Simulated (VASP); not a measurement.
Input of a VASP 6.6.1 run:

Contents of INCAR:

```
SYSTEM = Al
PREC = Accurate
ENCUT = 520
EDIFF = 1E-7
ISMEAR = 0
SIGMA = 0.1
LREAL = .FALSE.
LASPH = .TRUE.
NELM = 80
ALGO = Normal
ISIF = 2
LWAVE = .FALSE.
LCHARG = .FALSE.
LDIPOL = .TRUE.
IDIPOL = 3
DIPOL = 0.5 0.5 0.417
GGA = PE
NBANDS = 30
```

Contents of KPOINTS:

```
regular mesh
0
G
  4 4 1
  0 0 0
```

POSCAR

```
Al
1.0
    5.7143027680      0.0000000000      0.0000000000
   -2.8571513840      4.9487313620      0.0000000000
    0.0000000000      0.0000000000     24.7434086725
Al
12
Direct
    0.3333333333      0.1666666667      0.3233184282
    0.3333333333      0.6666666667      0.3233184282
    0.8333333333      0.1666666667      0.3233184282
    0.8333333333      0.6666666667      0.3233184282
    0.6663625555      0.3350465783      0.4167100037
    0.6663187817      0.8339557986      0.4167389649
    0.1672077844      0.3349268378      0.4166879567
    0.1665116893      0.8345181014      0.4165102903
   -0.0005684054      0.5024095950      0.5097935155
    0.0000382434      0.0024264470      0.5098269919
    0.4993439123      0.5027436375      0.5110642333
    0.4994425915      0.0026322321      0.5096396994
```

Potentials or basis: VASP PAW PBE potentials, release 64 (Al).

Command:

```sh
$ cat potpaw_PBE.64/Al/POTCAR > POTCAR
$ mpirun -np 1 vasp_std > vasp.out
```

(1) Predict the largest force.

(2) What does it give for the band gap on the k mesh?

## Answers

(1) 0.080 eV/Å.

(2) zero (band 18 reaches -0.21 eV, above the bottom of band 19 at -0.94 eV).
